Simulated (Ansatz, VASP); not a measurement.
## One calculation of Ag, two programs

INCAR

```
SYSTEM = Ag
PREC = Accurate
ENCUT = 520
EDIFF = 1E-8
ISMEAR = -1
SIGMA = 0.08
LREAL = .FALSE.
LASPH = .TRUE.
NELM = 60
ALGO = Normal
ISIF = 2
LWAVE = .FALSE.
LCHARG = .FALSE.
GGA = CA
LEFG = .TRUE.
NBANDS = 30
```

File KPOINTS:

```
Automatic mesh
0
G
  14 14 4
  0 0 0
```

POSCAR

```
Ag
1.0
    2.8861989086      0.0432929836      0.0432929836
   -1.4056066307      2.4778750835      0.0158463318
    0.1500000000      0.1500000000     10.0000000000
Ag
4
Direct
    0.3333333333      0.6666666667      0.2500000000
    0.6666666667      0.3333333333      0.7500000000
    0.0000000000      0.0000000000      0.0000000000
    0.0000000000      0.0000000000      0.5000000000
```

Input for Ansatz:

```yaml
crystal:
  lattice:
    - [2.8861989086, 0.0432929836, 0.0432929836]
    - [-1.4056066307, 2.4778750835, 0.0158463318]
    - [0.15, 0.15, 10.0]
  atoms:
    - { symbol: Ag, position: [0.3333333333, 0.6666666667, 0.25] }
    - { symbol: Ag, position: [0.6666666667, 0.3333333333, 0.75] }
    - { symbol: Ag, position: [0.0, 0.0, 0.0] }
    - { symbol: Ag, position: [0.0, 0.0, 0.5] }
kpoints:
  mp_grid: { grid: [14, 14, 4] }
scf:
  occupations: { method: fermi_dirac, width: 0.08 }
hamiltonian:
  xc: lda
  pseudopotentials: { kind: all_electron, datasets: crystal }
output:
  forces: true
  stress: true
  eigenvalues: true
  efg: { contact_densities: true }
```

Change from the starting cell: equal xy, yz and zx shear strains of +3 %, crystal datasets.

Alike in both runs: task electric field gradients; functional LDA; k mesh 14 × 14 × 4; occupations fermi-dirac, width 0.08 eV; no spin polarisation.

|  | VASP | Ansatz |
| --- | --- | --- |
| version | VASP 6.6.1 | Ansatz 0.2.0 |
| potentials or method | VASP PAW LDA potentials, release 64 (Ag), cutoff 520 eV | all-electron PAW with datasets made for the crystal, scalar-relativistic |

```tsv
	VASP	Ansatz	Ansatz less VASP
pressure (GPa)	-11.0	-11.1	-0.16
traceless stress, the component that is largest in VASP (GPa)	-2.51	-2.47	+0.034
size of Vzz on the site where it differs most (V/Å²)	11.3	5.5	-5.75
```

LDA's correlation is that of Perdew and Zunger in VASP and of Perdew and Wang (1992) in Ansatz. Ansatz ran all-electron here, and VASP with PAW potentials.
